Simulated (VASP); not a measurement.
# WC (P1) in VASP: notebook

Runs on WC. Level: PBE+D3(BJ). Tasks: single point.

Everything below comes from runs of VASP 6.6.1. Logs are shortened: lines on timing, memory, paths and dates and some standing lists are left out, and cuts for length are marked.

**1. The cell of the first run**

The typed cell holds 16 atoms: a = 5.968 Å, b = 5.132 Å, c = 5.648 Å, α = 88.52°, β = 92.12°, γ = 91.36°.

**2. Single point, PBE+D3(BJ)**

The input, INCAR:

```
  PREC = Accurate
  ENCUT = 520
  EDIFF = 1E-6
  ISMEAR = -1
  SIGMA = 0.17
  LREAL = Auto
  LASPH = T
  NELM = 80
  ALGO = Normal
  ISIF = 2
  LWAVE = F
  LCHARG = F
  GGA = PE
  IVDW = 12
  NBANDS = 86
```

The input, KPOINTS:

```
regular mesh
0
Gamma
  2 2 2
```

The input, POSCAR:

```
WC
1.0
   -3.0439770000     -5.1326160000     -0.1079490000
    4.4740050000     -2.5132150000      0.0645580000
    0.1163490000      0.0551790000      5.6468150000
W C
8 8
Direct
    0.7322909731      0.5352060831      0.0082698378
    0.7599293537      0.5105176131      0.4868896214
    0.5230014908      0.0233372898     -0.0069329562
    0.4904376518      0.0602555274      0.4958994190
    0.2615894842      0.5590513330     -0.0225707612
    0.2513060352      0.5273910889      0.4857748875
   -0.0009009920      0.0392020695     -0.0217694521
    0.0041095343      0.0141609915      0.4654357217
    0.4923311593      0.6602114792      0.2428492387
    0.5233180604      0.7420989677      0.7384132889
    0.2439476636      0.2146844409      0.2163475000
    0.2757842512      0.2060276601      0.7409787465
   -0.0175557315      0.7043354858      0.2471896788
   -0.0175221175      0.6965185787      0.7514931264
    0.7514800099      0.2059337813      0.2521645994
    0.7272730036      0.2200765821      0.7432686726
```

Potentials or basis: VASP PAW PBE potentials, release 64 (W_sv, C).

Started as:

```bash
cat potpaw_PBE.64/W_sv/POTCAR potpaw_PBE.64/C/POTCAR > POTCAR
mpirun -np 1 vasp_std > vasp.out
```

OUTCAR:

```text
PREC = Accurate
   ENCUT = 520
   EDIFF = 1E-6
   ISMEAR = -1
   LREAL = Auto
   LASPH = T
   NELM = 80
   ISIF = 2
   GGA = PE
   IVDW = 12
 IVDW          = 12

 ion  position               nearest neighbor table
   1  0.732  0.535  0.008-   9 2.11  15 2.15  13 2.16  10 2.20  16 2.23  14 2.25   2 2.70   5 2.81
                             3 2.82   3 2.88   2 2.96   7 3.01   7 3.05   5 3.17
   2  0.760  0.511  0.487-  16 2.06  15 2.07  13 2.14  14 2.19   9 2.21  10 2.40   1 2.70   4 2.78
                             6 2.93   8 2.94   1 2.96   8 2.97   6 3.04   4 3.28
   3  0.523  0.023  0.993-  10 2.06  16 2.12  15 2.18  12 2.22   9 2.32  11 2.37   4 2.81   5 2.82
                             1 2.82   7 2.85   4 2.87   1 2.88   7 3.13   5 3.19
   4  0.490  0.060  0.496-  12 2.08  10 2.11  16 2.12  15 2.22  11 2.26   9 2.53   2 2.78   3 2.81
                             6 2.82   3 2.87   8 2.91   6 3.06   8 3.09   2 3.28
   5  0.262  0.559  0.977-   9 2.07  14 2.18  11 2.20  10 2.27  12 2.28  13 2.44   6 2.78   1 2.81
                             3 2.82   6 2.87   7 2.95   7 3.06   1 3.17   3 3.19
   6  0.251  0.527  0.486-   9 2.11  12 2.17  11 2.24  13 2.25  10 2.39  14 2.43   5 2.78   4 2.82
                             5 2.87   8 2.93   2 2.93   8 2.99   2 3.04   4 3.06
   7  0.999  0.039  0.978-  11 2.15  14 2.20  16 2.26  13 2.27  12 2.30  15 2.37   8 2.75   3 2.85
                             8 2.90   5 2.95   1 3.01   1 3.05   5 3.06   3 3.13
   8  0.004  0.014  0.465-  13 2.04  15 2.14  11 2.26  14 2.27  12 2.42  16 2.58   7 2.75   7 2.90
                             4 2.91   6 2.93   2 2.94   2 2.97   6 2.99   4 3.09
   9  0.492  0.660  0.243-   5 2.07   1 2.11   6 2.11   2 2.21   3 2.32   4 2.53
  10  0.523  0.742  0.738-   3 2.06   4 2.11   1 2.20   5 2.27   6 2.39   2 2.40
  11  0.244  0.215  0.216-   7 2.15   5 2.20   6 2.24   8 2.26   4 2.26   3 2.37
  12  0.276  0.206  0.741-   4 2.08   6 2.17   3 2.22   5 2.28   7 2.30   8 2.42
  13  0.982  0.704  0.247-   8 2.04   2 2.14   1 2.16   6 2.25   7 2.27   5 2.44
  14  0.982  0.697  0.751-   5 2.18   2 2.19   7 2.20   1 2.25   8 2.27   6 2.43
  15  0.751  0.206  0.252-   2 2.07   8 2.14   1 2.15   3 2.18   4 2.22   7 2.37
  16  0.727  0.220  0.743-   2 2.06   4 2.12   3 2.12   1 2.23   7 2.26   8 2.58

  LATTYP: Found a triclinic cell.
 ALAT       =     5.6482830538
 B/A-ratio  =     1.4277158780
 C/A-ratio  =     0.9085897604
 COS(alpha) =     0.0004843941
 COS(beta)  =     0.0257501895
 COS(gamma) =     0.6730433211

  Lattice vectors:

 A1 = (   0.1163490000,   0.0551790000,   5.6468150000)
 A2 = (  -2.9276280000,  -5.0774370000,   5.5388660000)
 A3 = (   4.4740050000,  -2.5132150000,   0.0645580000)

Analysis of symmetry for initial positions (statically):
=====================================================================
 Subroutine PRICEL returns:
 Original cell was already a primitive cell.

 Routine SETGRP: Setting up the symmetry group for a
 triclinic supercell.

 Subroutine GETGRP returns: Found  1 space group operations
 (whereof  1 operations were pure point group operations)
 out of a pool of  2 trial point group operations.

The static configuration has the point symmetry C_1 .

Analysis of symmetry for dynamics (positions and initial velocities):
=====================================================================
 Subroutine PRICEL returns:
 Original cell was already a primitive cell.

 Routine SETGRP: Setting up the symmetry group for a
 triclinic supercell.

 Subroutine GETGRP returns: Found  1 space group operations
 (whereof  1 operations were pure point group operations)
 out of a pool of  2 trial point group operations.

The dynamic configuration has the point symmetry C_1 .

 Subroutine INISYM returns: Found  1 space group operations
 (whereof  1 operations are pure point group operations),
 and found     1 'primitive' translations

----------------------------------------------------------------------------------------

                                     Primitive cell

  volume of cell :     172.7830

  direct lattice vectors                    reciprocal lattice vectors
    -3.043977000 -5.132616000 -0.107949000    -0.082156384 -0.146173955  0.003121148
     4.474005000 -2.513215000  0.064558000     0.167707383 -0.099409202 -0.002484106
     0.116349000  0.055179000  5.646815000    -0.003487905 -0.001657868  0.177179046

  length of vectors
     5.968349518  5.131972146  5.648283054     0.167708790  0.194972118  0.177221128

  position of ions in fractional coordinates (direct lattice)
     0.732290973  0.535206083  0.008269838
     0.759929354  0.510517613  0.486889621
     0.523001491  0.023337290  0.993067044
[... 43 lines left out ...]
  Cartesian coordinates                     Fractional coordinates (reciprocal lattice)
    -0.041078192 -0.073086978  0.001560574     0.500000000  0.000000000  0.000000000
     0.083853692 -0.049704601 -0.001242053     0.000000000  0.500000000 -0.000000000
    -0.001743952 -0.000828934  0.088589523     0.000000000  0.000000000  0.500000000

  Length of vectors
     0.083854395  0.097486059  0.088610564

  Shift w.r.t. Gamma in fractional coordinates (k-lattice)
     0.000000000  0.000000000  0.000000000

 Subroutine IBZKPT returns following result:
 ===========================================

 Found      8 irreducible k-points:

 Following reciprocal coordinates:
            Coordinates               Weight
  0.000000  0.000000  0.000000      1.000000
  0.500000  0.000000  0.000000      1.000000
 -0.000000  0.500000  0.000000      1.000000
  0.500000  0.500000  0.000000      1.000000
  0.000000  0.000000  0.500000      1.000000
  0.500000 -0.000000  0.500000      1.000000
 -0.000000  0.500000  0.500000      1.000000
  0.500000  0.500000  0.500000      1.000000
   k-points           NKPTS =      8   k-points in BZ     NKDIM =      8   number of bands    NBANDS=     86
   number of dos      NEDOS =    301   number of ions     NIONS =     16
   total plane-waves  NPLWV =  80640
   dimension x,y,z NGX =    48 NGY =   40 NGZ =   42
   dimension x,y,z NGXF=    96 NGYF=   80 NGZF=   84
   ions per type =               8   8
   NGX,Y,Z   is equivalent  to a cutoff of  13.37, 12.96, 12.36 a.u.
   NGXF,Y,Z  is equivalent  to a cutoff of  26.74, 25.92, 24.72 a.u.
 SYSTEM =  unknown system
   PREC   = accura    normal or accurate (medium, high low for compatibility)
   ISTART =      0    job   : 0-new  1-cont  2-samecut
   ICHARG =      2    charge: 1-file 2-atom 10-const
   ISPIN  =      1    spin polarized calculation?
   LNONCOLLINEAR =      F non collinear calculations
   LSORBIT =      F    spin-orbit coupling
   LASPH  =      T    aspherical Exc in radial PAW
   ENCUT  =  520.0 eV  38.22 Ry    6.18 a.u.  11.10  9.54 10.50*2*pi/ulx,y,z
   NELM   =     80;   NELMIN=  2; NELMDL= -5     # of ELM steps
   EDIFF  = 0.1E-05   stopping-criterion for ELM
   LREAL  =      T    real-space projection
   EDIFFG = 0.1E-04   stopping-criterion for IOM
   NSW    =      0    number of steps for IOM
   IBRION =     -1    ionic relax: 0-MD 1-quasi-New 2-CG
   NFREE  =      0    steps in history (QN), initial steepest desc. (CG)
   ISIF   =      2    stress and relaxation
   ISYM   =      2    0-nonsym 1-usesym 2-fastsym
   POTIM  = 0.5000    time-step for ionic-motion
   TEBEG  =    0.0;   TEEND  =   0.0 temperature during run
   PSTRESS=    0.0 pullay stress
   NELECT =     144.0000    total number of electrons
   NUPDOWN=      -1.0000    fix difference up-down
   EMIN   =  10.00;   EMAX   =-10.00  energy-range for DOS
   EFERMI =   0.00;   METHOD = LEGACY
   ISMEAR =    -1;   SIGMA  =   0.17  broadening in eV -4-tet -1-fermi 0-gaus
   EFERMI_NEDOS =   21; number of points for ismear=-14 and -15
   IALGO  =     38    algorithm
   IMIX   =      4    mixing-type and parameters
     AMIX     =   0.40;   BMIX     =  1.00
     AMIX_MAG =   1.60;   BMIX_MAG =  1.00
  volume/ion in A,a.u.               =      10.80        72.87
  Fermi-wavevector in a.u.,A,eV,Ry     =   1.540619  2.911349 32.293539  2.373508
  Thomas-Fermi vector in A             =   2.646681
   LORBIT       =      0    0 simple, 1 ext, 2 COOP (PROOUT), +10 PAW based schemes
   GGA     = PE    functional components
   LHFCALC =     F    Hartree Fock is set to
   AEXX    =    0.0000 exact exchange contribution
   IVDW    =    12    specifies the selected vdW correction
   LEPSILON=     F    determine dielectric tensor
   LRPA    =     F    only Hartree local field effects (RPA)
 non-spin polarized calculation
  energy-cutoff  :      520.00
  volume of cell :      172.78
 maximum number of plane-waves:      4666
 NGX is ok and might be reduce to    48
   NGX = 23   NGY = 19   NGZ = 21

 number of electron     144.0000003 magnetization

 Free energy of the ion-electron system (eV)
  ---------------------------------------------------
  ext. energy  EPLUGINS =         0.00000000
  ---------------------------------------------------
  free energy    TOTEN  =      -175.23068212 eV

  energy without entropy =     -174.80041320  energy(sigma->0) =     -175.01554766

 E-fermi :  10.9567     XC(G=0): -13.5475

 val. band max:       10.9094700411   @ k =  -0.0000   0.5000   0.0000
 cond. band min:      10.9767915156   @ k =   0.0000   0.0000   0.0000
 fundamental gap:      0.0673214745
 Fermi energy:        10.9566891340

 k-point     1 :       0.0000    0.0000    0.0000
  band No.  band energies     occupation
      1     -63.5400      2.00000
      2     -63.4924      2.00000
      3     -63.4593      2.00000
      4     -63.4333      2.00000
      5     -63.4135      2.00000
      6     -63.3792      2.00000
[... 685 lines left out ...]
     83      14.2630      0.00000
     84      14.5294      0.00000
 [bands above 84 left out]

------------------------ aborting loop because EDIFF is reached ----------------------------------------

 Edisp (eV)   -7.09083

 E8    (eV) :    -3.2496

  FORCE on cell =-STRESS in cart. coord.  units (eV):
  Direction    XX          YY          ZZ          XY          YZ          ZX
  --------------------------------------------------------------------------------------
  -------------------------------------------------------------------------------------
  Total     -12.41165    -6.61146     4.62953    -5.69496    -6.03113    -5.47004
  in kB    -115.09044   -61.30660    42.92856   -52.80810   -55.92528   -50.72248
  external pressure =      -44.49 kB  Pullay stress =        0.00 kB

 VOLUME and BASIS-vectors are now :
 -----------------------------------------------------------------------------
  energy-cutoff  :      520.00
  volume of cell :      172.78
      direct lattice vectors                 reciprocal lattice vectors
    -3.043977000 -5.132616000 -0.107949000    -0.082156384 -0.146173955  0.003121148
     4.474005000 -2.513215000  0.064558000     0.167707383 -0.099409202 -0.002484106
     0.116349000  0.055179000  5.646815000    -0.003487905 -0.001657868  0.177179046

 POSITION                                       TOTAL-FORCE (eV/Angst)
 -----------------------------------------------------------------------------------
      0.16640     -5.10320      0.00220        -1.161565     -2.121297     -3.715602
      0.02750     -5.15660      2.70030         3.741936     -0.822636      2.056406
     -1.37205     -2.68822      5.55271         3.465730      1.048106      0.852598
     -1.16560     -2.64130      2.75120        -2.872400      0.831626     -2.037474
      1.81865     -2.69372      5.52721        -1.508136      3.431663      0.224140
      1.65110     -2.58850      2.75000         1.226873     -0.191026     -0.156818
[... 8 lines left out ...]
     -1.33680     -4.36070      1.35610        -1.294440      0.840044     -1.007144
     -1.14270     -4.24490      4.13280        -1.920008     -1.250325      0.921852
 -----------------------------------------------------------------------------------
    total drift:                                0.012049     -0.005829      0.016987

  FREE ENERGIE OF THE ION-ELECTRON SYSTEM (eV)
  ---------------------------------------------------
  free  energy   TOTEN  =      -182.3215151267 eV

  energy  without entropy=     -181.8912462034  energy(sigma->0) =     -182.10638067
```

It took 3.6 min on 1 thread of Intel Xeon 6975P-C (Granite Rapids), shared host; peak memory 0.31 GiB.

Results:

```yaml
Free_energy: -182.3215 eV
Pressure: -4.4 GPa
Largest_force: 4.433 eV/Å
Band_gap_on_the_k_mesh: zero (band 72 reaches 11.00 eV, above the bottom of band 73 at 10.78 eV)
Dispersion_energy_per_atom: -0.443 eV
```

Forces in eV/Å, atoms in the order of the input:
```
W   -1.162 -2.121 -3.716
W    3.742 -0.823  2.056
W    3.466  1.048  0.853
W   -2.872  0.832 -2.037
W   -1.508  3.432  0.224
W    1.227 -0.191 -0.157
W   -0.121 -0.089 -0.561
W    1.927 -1.296  3.726
C    1.803 -2.089  0.620
C   -2.008  2.689 -0.317
C   -1.032 -0.062  1.285
C    1.236  1.523  0.352
C   -1.550 -0.941 -1.335
C    0.068 -1.502 -0.909
C   -1.294  0.840 -1.007
C   -1.920 -1.250  0.922
```

Stress tensor (GPa, compression positive):
```
-11.51  -5.28  -5.07
 -5.28  -6.13  -5.59
 -5.07  -5.59   4.29
```

Caveat: the k points lie up to 0.61 Å⁻¹ apart; spin-orbit coupling is left out, which moves the levels of the heavy elements; pairwise dispersion overbinds metals, which lowers pressure and volume; forces of over 1 eV/Å act on the atoms, so gaps and moduli don't describe the material at rest.

**3. Single point, PBE+D3(BJ)**

This run uses another cell than the first one, of 10.91 Å³/atom, 1.011 times its volume.

The input, INCAR:

```
PREC = Accurate ; ENCUT = 520
EDIFF = 1E-7 ; ISMEAR = -1
SIGMA = 0.17 ; LREAL = Auto
LASPH = T ; NELM = 60
ALGO = Normal ; ISIF = 2
LWAVE = F ; LCHARG = T
GGA = PE ; IVDW = 12
LELF = T ; LVHAR = T
NBANDS = 86
```

KPOINTS is that of step 2.

The input, POSCAR:

```
WC
1.0
   -2.9500810000     -5.1096900000      0.0000000000
    4.4251220000     -2.5548450000      0.0000000000
    0.0000000000      0.0000000000      5.7915040000
W C
8 8
Direct
    0.7370612883      0.4969559037     -0.0092549362
    0.7466188983      0.5583543744      0.4828624827
    0.4890734242     -0.0050154060      0.0097384030
    0.5169959455      0.0221191451      0.4889403512
    0.2631768063      0.5302662607     -0.0005352668
    0.2659726243      0.4845156326      0.5064832900
   -0.0062099650     -0.0060156307      0.0010187336
   -0.0205426206      0.0134906123      0.4829315494
    0.5155221495      0.6959880650      0.2334454055
    0.5073151735      0.6833983005      0.7536729665
    0.2826196035      0.1826730930      0.2114476654
    0.2364666645      0.1609211710      0.7337644936
    0.0028927500      0.6732772219      0.2161614669
   -0.0005652048      0.6634015062      0.7466281643
    0.7514503547      0.2049524089      0.2158161334
    0.7526816791      0.1505883726      0.7555032337
```

Potentials or basis: VASP PAW PBE potentials, release 64 (W_sv, C).

Started as:

```bash
cat potpaw_PBE.64/W_sv/POTCAR potpaw_PBE.64/C/POTCAR > POTCAR
mpirun -np 1 vasp_std > vasp.out
```

It took 3.6 min on 1 thread of Intel Xeon 6975P-C (Granite Rapids), shared host; peak memory 0.32 GiB.

It converged, with:

```
Free energy                : -181.8864 eV
Pressure                   : -7.3 GPa
Largest force              : 6.337 eV/Å
Band gap on the k mesh     : zero (band 72 reaches 10.93 eV, above the bottom of band 73 at 10.80 eV)
Dispersion energy per atom : -0.439 eV
```

Forces in eV/Å, atoms in the order of the input:
```
W    0.676 -3.800 -1.758
W   -5.005  1.142  1.527
W    0.793 -3.784 -5.021
W    0.881  2.055  1.429
W   -1.861  3.308 -1.232
W    3.163  0.211 -1.246
W    1.609 -2.177 -2.506
W   -1.070 -2.553  1.059
C   -0.642  1.482  1.514
C   -0.177  1.191 -1.801
C    2.767  2.243  3.577
C   -0.244 -0.627 -0.025
C    0.145  0.209  2.358
C    0.310 -0.314 -0.434
C   -2.426  1.205  3.061
C    1.080  0.208 -0.501
```

Stress tensor (GPa, compression positive):
```
 -0.38  -1.11  -2.30
 -1.11  -9.18   2.69
 -2.30   2.69 -12.44
```

Levels at points of the mesh, in eV from the Fermi level:
| k point | band 69 | band 70 | band 71 | band 72 | band 73 | band 74 | band 75 | band 76 |
| --- | --- | --- | --- | --- | --- | --- | --- | --- |
| (0.00, 0.00, 0.00) | -0.86 | -0.65 | -0.39 | -0.17 | 0.01 | 0.57 | 0.78 | 1.55 |
| (0.50, 0.00, 0.00) | -1.00 | -0.87 | -0.55 | 0.13 | 0.15 | 0.41 | 0.73 | 0.82 |
| (0.00, 0.50, 0.00) | -1.29 | -0.94 | -0.31 | -0.09 | 0.81 | 1.33 | 1.61 | 1.79 |
| (0.50, 0.50, 0.00) | -1.71 | -1.54 | -1.23 | -1.20 | 0.91 | 1.14 | 1.39 | 1.53 |
| (0.00, 0.00, 0.50) | -1.27 | -1.04 | -0.33 | -0.03 | 0.06 | 0.47 | 0.84 | 1.07 |
| (0.50, 0.00, 0.50) | -1.16 | -0.98 | -0.81 | -0.78 | 0.02 | 0.21 | 0.59 | 0.74 |
| (0.00, 0.50, 0.50) | -1.63 | -1.43 | -1.26 | -0.83 | 0.52 | 0.62 | 0.92 | 1.04 |
| (0.50, 0.50, 0.50) | -1.67 | -1.29 | -1.20 | -0.95 | 0.75 | 0.85 | 1.27 | 1.32 |

Caveat: the k points lie up to 0.61 Å⁻¹ apart; spin-orbit coupling is left out, which moves the levels of the heavy elements; pairwise dispersion overbinds metals, which lowers pressure and volume; forces of over 1 eV/Å act on the atoms, so gaps and moduli don't describe the material at rest.

[end of part 1 of 2]
